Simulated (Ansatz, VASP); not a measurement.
**Two plane-wave programs on Te5Mo**

```
Te Mo
1.0
     6.22543    0.00000    0.00000
    -3.11271    5.39138    0.00000
     0.00000    0.00000    5.69251
Te Mo
5 1
Direct
  0.00000 0.36336 0.50000
  0.63664 0.63664 0.50000
  0.36336 0.00000 0.50000
  0.66667 0.33333 0.00000
  0.33333 0.66667 0.00000
  0.00000 0.00000 0.00000
```

Change from the starting cell: species swapped into the MgZn5 type (P-62m, No. 189).

Alike in both runs: task single point; functional PBE; k mesh 3 × 3 × 4; occupations gaussian, width 0.1 eV; no spin polarisation.

|  | VASP | Ansatz |
| --- | --- | --- |
| version | VASP 6.6.1 | Ansatz 0.2.0 |
| potentials or method | VASP PAW PBE potentials, release 64 (Te, Mo_sv), cutoff 520 eV | scalar-relativistic, plane waves, PAW |
| valence electrons in the cell | 44 | 94 |

Ansatz gave:

```
gap on the k mesh at the Fermi level (eV)                     : none
pressure (GPa)                                                : -8.3
traceless stress, the component that is largest in VASP (GPa) : 1.08
rms of the force components (eV/Å)                            : 0.392
```

Problem. What did VASP give for the same quantities?

Solution. gap on the k mesh at the Fermi level (eV): none; pressure (GPa): -8.4; traceless stress, the component that is largest in VASP (GPa): 1.07; rms of the force components (eV/Å): 0.390.

Atom by atom the forces differ by 0.002 eV/Å (rms over components). A gap of «none» marks a metal or a gap that the smearing closes. VASP's potentials hold 44 valence electrons a cell and Ansatz's 94, so a difference there can come from the potentials and not from the codes.

The k mesh is coarse, so the values compare programs but aren't converged. Neither program's run includes spin-orbit coupling.
